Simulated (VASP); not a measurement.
Here is a VASP 6.6.1 calculation.

Contents of INCAR:

```
SYSTEM = InGa2P3
PREC = Accurate ; ENCUT = 520
EDIFF = 1E-6 ; ISMEAR = 0
SIGMA = 0.02 ; LREAL = .FALSE.
LASPH = .TRUE. ; NELM = 100
ALGO = Normal ; ISIF = 2
LWAVE = .FALSE. ; LCHARG = .FALSE.
GGA = PE ; NBANDS = 36
```

The input KPOINTS:

```
regular mesh
0
G
  10 10 10
  0 0 0
```

File POSCAR:

```
InGa2P3
1.0
   -1.9942552761      1.9942552761      8.5345968266
    1.9942552761     -1.9942552761      8.5345968266
    1.9942552761      1.9942552761     -8.5345968266
In Ga P
1 2 3
Direct
    0.0000000000      0.0000000000      0.0000000000
    0.6708676351      0.6708676351      0.0000000000
    0.3291323649      0.3291323649      0.0000000000
    0.9074116912      0.4074116912      0.5000000000
    0.2500000000      0.7500000000      0.5000000000
    0.5925883088      0.0925883088      0.5000000000
```

Potentials or basis: VASP PAW PBE potentials, release 64 (In_d, Ga_d, P).

Launch:

```sh
$ cat potpaw_PBE.64/In_d/POTCAR potpaw_PBE.64/Ga_d/POTCAR potpaw_PBE.64/P/POTCAR > POTCAR
$ mpirun -np 1 vasp_std > vasp.out
```

Estimate the band gap on the k mesh.

0.98 eV.

Predict the largest force.

0.003 eV/Å.

Estimate the pressure.

0.0 GPa.

Forces on the atoms (eV/Å):
```
In   0.000  0.000  0.000
Ga   0.000  0.000  0.003
Ga   0.000  0.000 -0.003
P    0.000  0.000 -0.003
P    0.000  0.000  0.000
P    0.000  0.000  0.003
```

Caveat: spin-orbit coupling is left out, which moves the levels of the heavy elements. A k mesh can miss the band edges.
